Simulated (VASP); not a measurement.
# ZnCd3Te2 in VASP: notebook, part 2 of 2

VASP 6.6.1. The steps go on from the part before.

### Step 3. Single point, PBE

This run uses another cell than the first one, of 34.15 Å³/atom.

Input file INCAR:

```
PREC = Accurate
ENCUT = 520
EDIFF = 1E-7
ISMEAR = 0
SIGMA = 0.1
LREAL = F
LASPH = T
NELM = 100
ALGO = Fast
ISIF = 2
LWAVE = F
LCHARG = T
GGA = PE
LELF = T
LVHAR = T
NBANDS = 39
```

Input file KPOINTS:

```
regular mesh
0
Gamma
  6 6 10
```

Input file POSCAR:

```
ZnCd3Te2
1.0
    7.4397548554      0.0000000000      0.0000000000
   -3.7198774277      6.4430167027      0.0000000000
    0.0000000000      0.0000000000      4.2749878912
Zn Cd Te
1 3 2
Direct
    0.0000000000      0.0000000000      0.5000000000
    0.5000000000      0.5000000000      0.5000000000
    0.5000000000      0.0000000000      0.5000000000
    0.0000000000      0.5000000000      0.5000000000
    0.6666666667      0.3333333333      0.0000000000
    0.3333333333      0.6666666667      0.0000000000
```

Potentials or basis: VASP PAW PBE potentials, release 64 (Zn, Cd, Te).

Started as:

```bash
cat potpaw_PBE.64/Zn/POTCAR potpaw_PBE.64/Cd/POTCAR potpaw_PBE.64/Te/POTCAR > POTCAR
mpirun -np 1 vasp_std > vasp.out
```

OUTCAR:

```text
PREC = Accurate
   ENCUT = 520
   EDIFF = 1E-7
   ISMEAR = 0
   LREAL = F
   LASPH = T
   NELM = 100
   ISIF = 2
   GGA = PE

 ion  position               nearest neighbor table
   1  0.000  0.000  0.500-
   2  0.500  0.500  0.500-   5 3.03   6 3.03   5 3.03   6 3.03   3 3.72   3 3.72   4 3.72   4 3.72

   3  0.500  0.000  0.500-   5 3.03   6 3.03   5 3.03   6 3.03   2 3.72   4 3.72   2 3.72   4 3.72

   4  0.000  0.500  0.500-   5 3.03   6 3.03   5 3.03   6 3.03   3 3.72   3 3.72   2 3.72   2 3.72

   5  0.667  0.333  0.000-   3 3.03   3 3.03   4 3.03   4 3.03   2 3.03   2 3.03
   6  0.333  0.667  0.000-   3 3.03   3 3.03   4 3.03   4 3.03   2 3.03   2 3.03

  LATTYP: Found a hexagonal cell.
 ALAT       =     7.4397548554
 C/A-ratio  =     0.5746140799

  Lattice vectors:

 A1 = (   7.4397548554,   0.0000000000,   0.0000000000)
 A2 = (  -3.7198774277,   6.4430167027,   0.0000000000)
 A3 = (   0.0000000000,   0.0000000000,   4.2749878912)

Analysis of symmetry for initial positions (statically):
=====================================================================
 Subroutine PRICEL returns:
 Original cell was already a primitive cell.

 Routine SETGRP: Setting up the symmetry group for a
 hexagonal supercell.

 Subroutine GETGRP returns: Found 24 space group operations
 (whereof 24 operations were pure point group operations)
 out of a pool of 24 trial point group operations.

The static configuration has the point symmetry D_6h.

Analysis of symmetry for dynamics (positions and initial velocities):
=====================================================================
 Subroutine PRICEL returns:
 Original cell was already a primitive cell.

 Routine SETGRP: Setting up the symmetry group for a
 hexagonal supercell.

 Subroutine GETGRP returns: Found 24 space group operations
 (whereof 24 operations were pure point group operations)
[... 126 lines left out ...]
   EFERMI_NEDOS =   21; number of points for ismear=-14 and -15
   IALGO  =     68    algorithm
   IMIX   =      4    mixing-type and parameters
     AMIX     =   0.40;   BMIX     =  1.00
     AMIX_MAG =   1.60;   BMIX_MAG =  1.00
  volume/ion in A,a.u.               =      34.15       230.48
  Fermi-wavevector in a.u.,A,eV,Ry     =   1.087087  2.054297 16.078797  1.181758
  Thomas-Fermi vector in A             =   2.223239
   LORBIT       =      0    0 simple, 1 ext, 2 COOP (PROOUT), +10 PAW based schemes
   GGA     = PE    functional components
   LHFCALC =     F    Hartree Fock is set to
   AEXX    =    0.0000 exact exchange contribution
   IVDW    =     0    specifies the selected vdW correction
   LEPSILON=     F    determine dielectric tensor
   LRPA    =     F    only Hartree local field effects (RPA)
 non-spin polarized calculation
 RMM-DIIS sequential band-by-band and
 Gauss-broadening in eV      SIGMA  =   0.10
  energy-cutoff  :      520.00
  volume of cell :      204.92
 maximum number of plane-waves:      5542
 NGX is ok and might be reduce to    56
   NGX = 27   NGY = 27   NGZ = 15

 number of electron      59.9999991 magnetization

 Free energy of the ion-electron system (eV)
  ---------------------------------------------------
  ext. energy  EPLUGINS =         0.00000000
  ---------------------------------------------------
  free energy    TOTEN  =        -9.20026759 eV

  energy without entropy =       -9.19692288  energy(sigma->0) =       -9.19859524

 E-fermi :   2.1242     XC(G=0):  -8.4930

 val. band max:        2.0406207011   @ k =   0.1667  -0.0000   0.3000
 cond. band min:       2.1755299585   @ k =   0.0000   0.0000   0.1000
 fundamental gap:      0.1349092574
 Fermi energy:         2.1241664581

 k-point     1 :       0.0000    0.0000    0.0000
  band No.  band energies     occupation
      1      -9.8570      2.00000
      2      -9.0513      2.00000
      3      -6.8640      2.00000
      4      -6.7047      2.00000
      5      -6.6742      2.00000
      6      -6.6742      2.00000
[... 997 lines left out ...]
     38       6.6835      0.00000
     39       7.4642      0.00000

 [... further k-points ...]
[... 5 lines left out ...]
  --------------------------------------------------------------------------------------
  -------------------------------------------------------------------------------------
  Total        0.1276651      0.1276651      0.1704499      0.0000000     -0.0000000      0.0000000
  in kB        0.9981599      0.9981599      1.3326762      0.0000000     -0.0000000      0.0000000
  external PRESSURE =       1.1096653 kB  Pullay stress =       0.0000000 kB

 VOLUME and BASIS-vectors are now :
 -----------------------------------------------------------------------------
  energy-cutoff  :      520.00
  volume of cell :      204.92
      direct lattice vectors                 reciprocal lattice vectors
     7.439754855  0.000000000  0.000000000     0.134413031  0.077603400  0.000000000
    -3.719877428  6.443016703  0.000000000     0.000000000  0.155206799  0.000000000
     0.000000000  0.000000000  4.274987891     0.000000000  0.000000000  0.233918791

 POSITION                                       TOTAL-FORCE (eV/Angst)
 -----------------------------------------------------------------------------------
      0.00000      0.00000      2.13749         0.000000      0.000000      0.000000
      1.85994      3.22151      2.13749         0.000000      0.000000      0.000000
      3.71988      0.00000      2.13749         0.000000      0.000000      0.000000
     -1.85994      3.22151      2.13749         0.000000      0.000000      0.000000
      3.71988      2.14767      0.00000         0.000000     -0.000000     -0.000000
     -0.00000      4.29534      0.00000        -0.000000      0.000000      0.000000
 -----------------------------------------------------------------------------------
    total drift:                               -0.000000      0.000000     -0.000000

  FREE ENERGIE OF THE ION-ELECTRON SYSTEM (eV)
  ---------------------------------------------------
  free  energy   TOTEN  =        -9.2002675940 eV

  energy  without entropy=       -9.1969228766  energy(sigma->0) =       -9.19859524
```

stdout:

```text
POSCAR found type information on POSCAR ZnCdTe
 POSCAR found :  3 types and       6 ions
 scaLAPACK will be used
 LDA part: xc-table for (Slater+PW92), standard interpolation
 POSCAR, INCAR and KPOINTS ok, starting setup
 FFT: planning ... GRIDC
 FFT: planning ... GRID_SOFT
 FFT: planning ... GRID
 WAVECAR not read
 entering main loop
```

It took 8 min on 1 thread of Intel Xeon Platinum 8488C (Sapphire Rapids), shared host; peak memory 0.51 GiB.

What came out:

* Free energy: -9.2003 eV
* Pressure: 0.1 GPa
* Band gap on the k mesh: zero (bands 30 and 31 overlap by 2.07 eV)

Levels at points of the mesh, in eV from the Fermi level:
```csv
k point,band 28,band 29,band 30,band 31,band 32,band 33
"(0.00, 0.00, 0.00)",-2.38,-0.57,-0.56,1.16,1.16,2.04
"(0.50, 0.00, 0.00)",-1.86,-1.28,-0.34,0.36,1.06,2.65
"(0.00, 0.00, 0.50)",-1.56,-1.56,-1.07,-1.07,0.30,0.30
"(0.50, 0.00, 0.50)",-1.94,-1.76,-0.87,0.13,0.82,1.58
```

Caveat: spin-orbit coupling is left out, which moves the levels of the heavy elements.
